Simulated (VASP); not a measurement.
Wanted: the native input for a VASP 6.6.1 run.

| Property | Result |
| --- | --- |
| Task | single point |
| Functional | PBE |
| Potentials or basis | VASP PAW PBE potentials, release 64 (Ni) |
| Cutoff | 600 eV |
| k mesh | 2 × 2 × 2, shifted |
| Occupations | gaussian, width 0.1 eV |
| Spin | collinear spin, ferromagnetic start |
| Starting moments | [0.81] μB |
| Dipole correction | no |
| Further INCAR settings | ALGO = Normal; EDIFF = 1e-06; NBANDS = 15; ISYM = 0 |

The structure of Ni lies in POSCAR:

```
Ni
1.0
    0.0000000000      1.7679500000      1.7679500000
    1.7679500000      0.0000000000      1.7679500000
    1.7679500000      1.7679500000      0.0000000000
Ni
1
Direct
    0.0000000000      0.0000000000      0.0000000000
```

The input as run:

INCAR

```
  ALGO = Normal
  EDIFF = 1E-6
  ENCUT = 600
  GGA = PE
  GGA_COMPAT = False
  ISIF = 2
  ISMEAR = 0
  ISPIN = 2
  ISYM = 0
  LASPH = True
  LCHARG = True
  LELF = True
  LMAXMIX = 4
  LORBIT = 11
  LREAL = False
  LVHAR = True
  LWAVE = False
  MAGMOM = 0.81
  NBANDS = 15
  NELM = 200
  PREC = Accurate
  SIGMA = 0.1
```

KPOINTS

```
Automatic mesh
0
Gamma
  2 2 2
  0.5 0.5 0
```

Potentials or basis: VASP PAW PBE potentials, release 64 (Ni).

Command:

```bash
$ cat potpaw_PBE.64/Ni/POTCAR > POTCAR
$ mpirun -np 1 vasp_std > vasp.out
```

Results of the run:

```
Pressure                                              : -17.3 GPa
Band gap on the k mesh                                : zero (filled and empty bands overlap)
Net moment                                            : 0.00 μB per cell
Valence electrons inside the program's atomic spheres : Ni 9.26
```

Caveat: the k points lie up to 1.54 Å⁻¹ apart.

Wall time 8 s on 1 thread of AMD EPYC 7R13 Processor (Zen 3), with other jobs on the host, peak memory 0.1 GiB.
